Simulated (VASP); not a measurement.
# WSe (Pm-3m) in VASP: single point with r2SCAN+U

Aim: the single point of WSe with r2SCAN+U.

All numbers are computed with VASP 6.6.1; they aren't measurements. Logs are shortened: lines on timing, memory, paths and dates and some standing lists are left out, and cuts for length are marked.

## (1) The cell of the first run

Symmetry: Pm-3m, No. 221, cubic system. Conventional cell: a = 3.537 Å, b = 3.537 Å, c = 3.537 Å, α = 90.00°, β = 90.00°, γ = 90.00°. Within 4.0 Å of W (site symmetry m-3m) lie 8 Se at 3.06 Å and 6 W at 3.54 Å. Se (site symmetry m-3m) has 8 W at 3.06 Å and 6 Se at 3.54 Å within 4.0 Å.

## (2) Single point, r2SCAN+U, collinear spin

Contents of POSCAR:

```
WSe
1.0
    3.5370995249      0.0000000000      0.0000000000
    0.0000000000      3.5370995249      3.5370995249
    0.0000000000      0.0000000000      7.0741990498
W Se
2 2
Direct
    0.0000000000      0.0000000000      0.0000000000
    0.0000000000      0.0000000000      0.5000000000
    0.5000000000      0.5000000000      0.0000000000
    0.5000000000      0.5000000000      0.5000000000
```

Contents of INCAR.step1:

```
SYSTEM = WSe
PREC = Accurate ; ENCUT = 520
ISMEAR = 0 ; SIGMA = 0.1
LREAL = .False. ; LASPH = .True.
NELM = 150 ; ISPIN = 2
MAGMOM = 1 -1 0 0 ; LMAXMIX = 4
LDAU = .True. ; LDAUTYPE = 2
LDAUL = 2 -1 ; LDAUU = 6.2 0
LDAUJ = 0 0 ; NBANDS = 32
GGA = PE ; ALGO = Normal
EDIFF = 1E-4 ; LWAVE = .True.
LCHARG = .False. ; KPAR = 4
```

Contents of INCAR.step2:

```
SYSTEM = WSe
PREC = Accurate ; ENCUT = 520
EDIFF = 1E-6 ; ISMEAR = 0
SIGMA = 0.1 ; LREAL = .False.
LASPH = .True. ; NELM = 150
ALGO = Normal ; ISIF = 2
LWAVE = .False. ; LCHARG = .False.
ISPIN = 2 ; MAGMOM = 1 -1 0 0
LORBIT = 11 ; LMAXMIX = 4
LDAU = .True. ; LDAUTYPE = 2
LDAUL = 2 -1 ; LDAUU = 6.2 0
LDAUJ = 0 0 ; LDAUPRINT = 1
METAGGA = R2SCAN ; LMIXTAU = .True.
NBANDS = 32 ; ISTART = 1
KPAR = 4
```

Contents of KPOINTS:

```
regular mesh
0
Gamma
  12 12 6
  0 0 0
```

Potentials or basis: VASP PAW PBE potentials, release 64 (W_sv, Se).

Started as:

```bash
$ cat potpaw_PBE.64/W_sv/POTCAR potpaw_PBE.64/Se/POTCAR > POTCAR
$ cp INCAR.step1 INCAR
$ mpirun -np 4 vasp_std > vasp.out
$ cp INCAR.step2 INCAR
$ mpirun -np 4 vasp_std > vasp.out
```

OUTCAR:

```text
SYSTEM = WSe
   PREC = Accurate
   ENCUT = 520
   EDIFF = 1E-6
   ISMEAR = 0
   LREAL = .False.
   LASPH = .True.
   NELM = 150
   ISIF = 2
   ISPIN = 2
   LORBIT = 11
   METAGGA = R2SCAN
   ISTART = 1

 ion  position               nearest neighbor table
   1  0.000  0.000  0.000-   3 3.06   4 3.06   3 3.06   4 3.06   3 3.06   4 3.06   3 3.06   4 3.06

   2  0.000  0.000  0.500-   4 3.06   3 3.06   3 3.06   4 3.06   4 3.06   3 3.06   3 3.06   4 3.06

   3  0.500  0.500  0.000-   1 3.06   2 3.06   1 3.06   2 3.06   1 3.06   2 3.06   1 3.06   2 3.06

   4  0.500  0.500  0.500-   2 3.06   1 3.06   1 3.06   2 3.06   2 3.06   1 3.06   1 3.06   2 3.06

  LATTYP: Found a simple tetragonal cell.
 ALAT       =     5.0022141196
 C/A-ratio  =     0.7071067812

  Lattice vectors:

 A1 = (   0.0000000000,   3.5370995249,  -3.5370995249)
 A2 = (   0.0000000000,   3.5370995249,   3.5370995249)
 A3 = (   3.5370995249,   0.0000000000,   0.0000000000)

Analysis of symmetry for initial positions (statically):
=====================================================================
 Subroutine PRICEL returns following result:

  LATTYP: Found a simple cubic cell.
 ALAT       =     3.5370995249
[... 12 lines left out ...]
 Subroutine GETGRP returns: Found 16 space group operations
 (whereof 16 operations were pure point group operations)
 out of a pool of 16 trial point group operations.

The static configuration has the point symmetry D_4h.

Analysis of symmetry for dynamics (positions and initial velocities):
=====================================================================
 Subroutine PRICEL returns following result:

  LATTYP: Found a simple cubic cell.
 ALAT       =     3.5370995249
[... 12 lines left out ...]
 Subroutine GETGRP returns: Found 16 space group operations
 (whereof 16 operations were pure point group operations)
 out of a pool of 16 trial point group operations.

The dynamic configuration has the point symmetry D_4h.

Analysis of structural, dynamic, and magnetic symmetry:
=====================================================================
 Subroutine PRICEL returns following result:

  LATTYP: Found a simple cubic cell.
 ALAT       =     3.5370995249
[... 12 lines left out ...]
 Subroutine GETGRP returns: Found 16 space group operations
 (whereof 16 operations were pure point group operations)
 out of a pool of 16 trial point group operations.

The overall configuration has the point symmetry D_4h.

 Subroutine INISYM returns: Found 16 space group operations
 (whereof 16 operations are pure point group operations),
 and found     2 'primitive' translations

----------------------------------------------------------------------------------------

                                     Primitive cell

  volume of cell :      44.2529

  direct lattice vectors                    reciprocal lattice vectors
     3.537099525  0.000000000  0.000000000     0.282717518  0.000000000  0.000000000
     0.000000000  3.537099525  0.000000000     0.000000000  0.282717518  0.000000000
     0.000000000  0.000000000  3.537099525     0.000000000  0.000000000  0.282717518

  length of vectors
     3.537099525  3.537099525  3.537099525     0.282717518  0.282717518  0.282717518

  position of ions in fractional coordinates (direct lattice)
     0.000000000  0.000000000  0.000000000
     0.500000000  0.500000000  0.500000000

  ion indices of the primitive-cell ions
   primitive index   ion index
                 1           1
                 2           3

----------------------------------------------------------------------------------------

 KPOINTS: regular mesh

Automatic generation of k-mesh.
 Grid dimensions read from file:
 generate k-points for:   12   12    6

 Generating k-lattice:

  Cartesian coordinates                     Fractional coordinates (reciprocal lattice)
     0.023559793  0.000000000  0.000000000     0.083333333  0.000000000  0.000000000
     0.000000000  0.023559793  0.000000000     0.000000000  0.083333333  0.000000000
     0.000000000 -0.023559793  0.023559793     0.000000000  0.000000000  0.166666667

  Length of vectors
     0.023559793  0.023559793  0.033318579

  Shift w.r.t. Gamma in fractional coordinates (k-lattice)
     0.000000000  0.000000000  0.000000000
[... 84 lines left out ...]
   LEPSILON=     F    determine dielectric tensor
   LRPA    =     F    only Hartree local field effects (RPA)
 spin polarized calculation
 Gauss-broadening in eV      SIGMA  =   0.10
  energy-cutoff  :      520.00
  volume of cell :       88.51
 maximum number of plane-waves:      2444
 NGX is ok and might be reduce to    28
   NGX = 13   NGY = 19   NGZ = 27

 number of electron      39.9999995 magnetization       0.0000000

atom =   1  type =  1  l = 2

 onsite density matrix

spin component  1

  0.7437  0.0000  0.0000 -0.0000 -0.0000
  0.0000  0.1930 -0.0000 -0.0000  0.0000
  0.0000 -0.0000  0.7555  0.0000  0.0007
 -0.0000 -0.0000  0.0000  0.7437 -0.0000
 -0.0000  0.0000  0.0007 -0.0000  0.7546

spin component  2

  0.0377  0.0000 -0.0000  0.0000 -0.0000
  0.0000  0.0420 -0.0000 -0.0000  0.0000
 -0.0000 -0.0000  0.0271 -0.0000  0.0051
  0.0000 -0.0000 -0.0000  0.0377  0.0000
 -0.0000  0.0000  0.0051  0.0000  0.0212

 occupancies and eigenvectors

  o =  0.0183  v =  0.0000  0.0000  0.0000  0.0000  0.0000  0.0000 -0.0000 -0.5000  0.0000  0.8660      0.0000  0.0000  0.0000  0.0000  0.0000  0.0000  0.0000  0.0000  0.0000  0.0000
  o =  0.0300  v =  0.0000  0.0000  0.0000  0.0000  0.0000  0.0000  0.0000  0.8660  0.0000  0.5000      0.0000  0.0000  0.0000  0.0000  0.0000  0.0000  0.0000  0.0000  0.0000  0.0000
  o =  0.0377  v =  0.0000  0.0000  0.0000  0.0000  0.0000  0.0000  0.0000 -0.0000  1.0000 -0.0000      0.0000  0.0000  0.0000  0.0000  0.0000  0.0000  0.0000  0.0000  0.0000  0.0000
  o =  0.0377  v =  0.0000  0.0000  0.0000  0.0000  0.0000  1.0000  0.0000  0.0000  0.0000  0.0000      0.0000  0.0000  0.0000  0.0000  0.0000  0.0000  0.0000  0.0000  0.0000  0.0000
  o =  0.0420  v =  0.0000  0.0000  0.0000  0.0000  0.0000  0.0000  1.0000 -0.0000 -0.0000 -0.0000      0.0000  0.0000  0.0000  0.0000  0.0000  0.0000  0.0000  0.0000  0.0000  0.0000
  o =  0.1930  v =  0.0000 -1.0000 -0.0000 -0.0000 -0.0000  0.0000  0.0000  0.0000  0.0000  0.0000      0.0000  0.0000  0.0000  0.0000  0.0000  0.0000  0.0000  0.0000  0.0000  0.0000
  o =  0.7437  v =  1.0000  0.0000  0.0000  0.0000  0.0000  0.0000  0.0000  0.0000  0.0000  0.0000      0.0000  0.0000  0.0000  0.0000  0.0000  0.0000  0.0000  0.0000  0.0000  0.0000
  o =  0.7437  v =  0.0000  0.0000  0.0000 -1.0000 -0.0000  0.0000  0.0000  0.0000  0.0000  0.0000      0.0000  0.0000  0.0000  0.0000  0.0000  0.0000  0.0000  0.0000  0.0000  0.0000
  o =  0.7542  v =  0.0000 -0.0000 -0.5000 -0.0000  0.8660  0.0000  0.0000  0.0000  0.0000  0.0000      0.0000  0.0000  0.0000  0.0000  0.0000  0.0000  0.0000  0.0000  0.0000  0.0000
  o =  0.7559  v =  0.0000  0.0000 -0.8660  0.0000 -0.5000  0.0000  0.0000  0.0000  0.0000  0.0000      0.0000  0.0000  0.0000  0.0000  0.0000  0.0000  0.0000  0.0000  0.0000  0.0000

atom =   2  type =  1  l = 2

 onsite density matrix

spin component  1

  0.0377  0.0000 -0.0000 -0.0000 -0.0000
  0.0000  0.0420 -0.0000 -0.0000 -0.0000
 -0.0000 -0.0000  0.0271 -0.0000  0.0051
 -0.0000 -0.0000 -0.0000  0.0377  0.0000
 -0.0000 -0.0000  0.0051  0.0000  0.0212

spin component  2

  0.7437  0.0000  0.0000  0.0000  0.0000
  0.0000  0.1930  0.0000 -0.0000 -0.0000
  0.0000  0.0000  0.7555  0.0000  0.0007
  0.0000 -0.0000  0.0000  0.7437 -0.0000
  0.0000 -0.0000  0.0007 -0.0000  0.7546

 occupancies and eigenvectors

  o =  0.0183  v = -0.0000  0.0000 -0.5000 -0.0000  0.8660  0.0000  0.0000  0.0000  0.0000  0.0000      0.0000  0.0000  0.0000  0.0000  0.0000  0.0000  0.0000  0.0000  0.0000  0.0000
  o =  0.0300  v =  0.0000  0.0000  0.8660  0.0000  0.5000  0.0000  0.0000  0.0000  0.0000  0.0000      0.0000  0.0000  0.0000  0.0000  0.0000  0.0000  0.0000  0.0000  0.0000  0.0000
  o =  0.0377  v = -0.0002 -0.0000  0.0000 -1.0000  0.0000  0.0000  0.0000  0.0000  0.0000  0.0000      0.0000  0.0000  0.0000  0.0000  0.0000  0.0000  0.0000  0.0000  0.0000  0.0000
  o =  0.0377  v =  1.0000 -0.0000 -0.0000 -0.0002 -0.0000  0.0000  0.0000  0.0000  0.0000  0.0000      0.0000  0.0000  0.0000  0.0000  0.0000  0.0000  0.0000  0.0000  0.0000  0.0000
  o =  0.0420  v = -0.0000 -1.0000  0.0000  0.0000  0.0000  0.0000  0.0000  0.0000  0.0000  0.0000      0.0000  0.0000  0.0000  0.0000  0.0000  0.0000  0.0000  0.0000  0.0000  0.0000
  o =  0.1930  v =  0.0000  0.0000  0.0000  0.0000  0.0000  0.0000 -1.0000 -0.0000  0.0000  0.0000      0.0000  0.0000  0.0000  0.0000  0.0000  0.0000  0.0000  0.0000  0.0000  0.0000
  o =  0.7437  v =  0.0000  0.0000  0.0000  0.0000  0.0000  1.0000  0.0000  0.0000  0.0000  0.0000      0.0000  0.0000  0.0000  0.0000  0.0000  0.0000  0.0000  0.0000  0.0000  0.0000
  o =  0.7437  v =  0.0000  0.0000  0.0000  0.0000  0.0000  0.0000 -0.0000  0.0000  1.0000  0.0000      0.0000  0.0000  0.0000  0.0000  0.0000  0.0000  0.0000  0.0000  0.0000  0.0000
  o =  0.7542  v =  0.0000  0.0000  0.0000  0.0000  0.0000  0.0000  0.0000 -0.5000  0.0000  0.8660      0.0000  0.0000  0.0000  0.0000  0.0000  0.0000  0.0000  0.0000  0.0000  0.0000
  o =  0.7559  v =  0.0000  0.0000  0.0000  0.0000  0.0000  0.0000  0.0000 -0.8660  0.0000 -0.5000      0.0000  0.0000  0.0000  0.0000  0.0000  0.0000  0.0000  0.0000  0.0000  0.0000

 number of electron      39.9999995 magnetization      -0.0000000

 Free energy of the ion-electron system (eV)
  ---------------------------------------------------
  ext. energy  EPLUGINS =         0.00000000
  ---------------------------------------------------
  free energy    TOTEN  =      -117.03033225 eV

  energy without entropy =     -117.02409739  energy(sigma->0) =     -117.02721482

 E-fermi :   6.7325     XC(G=0): -11.4271

 val. band max:        6.7315901311   @ k =   0.5000   0.0000   0.1667
 cond. band min:       6.7340358010   @ k =   0.0000   0.0000   0.5000
 fundamental gap:      0.0024456699
 Fermi energy:         6.7324597717

 spin component 1

 k-point     1 :       0.0000    0.0000    0.0000
  band No.  band energies     occupation
      1     -70.5568      1.00000
      2     -68.8981      1.00000
      3     -34.5194      1.00000
      4     -34.5192      1.00000
      5     -34.2720      1.00000
      6     -32.2983      1.00000
[... 1673 lines left out ...]
     31      14.6069      0.00000
     32      15.0904      0.00000

 [... further k-points ...]

------------------------ aborting loop because EDIFF is reached ----------------------------------------

  FORCE on cell =-STRESS in cart. coord.  units (eV):
  Direction    XX          YY          ZZ          XY          YZ          ZX
  --------------------------------------------------------------------------------------
  -------------------------------------------------------------------------------------
  Total       -2.5119691     -3.9692939     -3.9692939      0.0000000      0.0000000      0.0000000
  in kB      -45.4729403    -71.8541738    -71.8541738      0.0000000      0.0000000      0.0000000
  external PRESSURE =     -63.0604293 kB  Pullay stress =       0.0000000 kB

 VOLUME and BASIS-vectors are now :
 -----------------------------------------------------------------------------
  energy-cutoff  :      520.00
  volume of cell :       88.51
      direct lattice vectors                 reciprocal lattice vectors
     3.537099525  0.000000000  0.000000000     0.282717518  0.000000000  0.000000000
     0.000000000  3.537099525  3.537099525     0.000000000  0.282717518  0.000000000
     0.000000000  0.000000000  7.074199050     0.000000000 -0.141358759  0.141358759

 POSITION                                       TOTAL-FORCE (eV/Angst)
 -----------------------------------------------------------------------------------
      0.00000      0.00000      0.00000        -0.000000     -0.000000      0.000000
      0.00000      0.00000      3.53710        -0.000000     -0.000000      0.000000
      1.76855      1.76855      1.76855         0.000000      0.000000      0.000000
      1.76855      1.76855      5.30565         0.000000      0.000000     -0.000000
 -----------------------------------------------------------------------------------
    total drift:                                0.000000     -0.000000      0.000000

  FREE ENERGIE OF THE ION-ELECTRON SYSTEM (eV)
  ---------------------------------------------------
  free  energy   TOTEN  =      -117.0303322548 eV

  energy  without entropy=     -117.0240973935  energy(sigma->0) =     -117.02721482

 total charge

# of ion       s       p       d       tot
------------------------------------------
    1        2.250   6.068   3.320  11.638
    2        2.250   6.068   3.320  11.638
    3        1.474   2.325   0.043   3.842
    4        1.474   2.325   0.043   3.842
--------------------------------------------------
tot          7.447  16.786   6.726  30.959

 magnetization (x)

# of ion       s       p       d       tot
------------------------------------------
    1        0.133   0.038   2.996   3.167
    2       -0.133  -0.038  -2.996  -3.167
    3        0.000   0.000   0.000   0.000
    4        0.000   0.000   0.000   0.000
--------------------------------------------------
tot          0.000   0.000   0.000   0.000
```

Run time: 23 min. Hardware: 4 MPI ranks of AMD EPYC 9755, shared host; peak memory 0.61 GiB.

Results:

* Free energy: -117.0303 eV
* Pressure: -6.3 GPa
* Band gap on the k mesh: zero (filled and empty bands overlap)
* Net moment: 0.00 μB per cell
* Site moments: W +3.17, -3.17; Se +0.00 μB
* Valence electrons inside the program's atomic spheres: W 11.64; Se 3.84

Stress tensor (GPa, compression positive):
```
-4.55  0.00  0.00
 0.00 -7.19  0.00
 0.00  0.00 -7.19
```

Eigenvalues of the final occupation matrices:
| site | spin | trace | eigenvalues |
| --- | --- | --- | --- |
| site 1 d | 1 | 3.19 | 0.19 0.74 0.74 0.75 0.76 |
| site 1 d | 2 | 0.17 | 0.02 0.03 0.04 0.04 0.04 |
| site 2 d | 1 | 0.17 | 0.02 0.03 0.04 0.04 0.04 |
| site 2 d | 2 | 3.19 | 0.19 0.74 0.74 0.75 0.76 |

Caveat: the cell stands under tension; the PAW data sets were made with another functional, which shifts forces and pressure a little; spin-orbit coupling is left out, which moves the levels of the heavy elements.
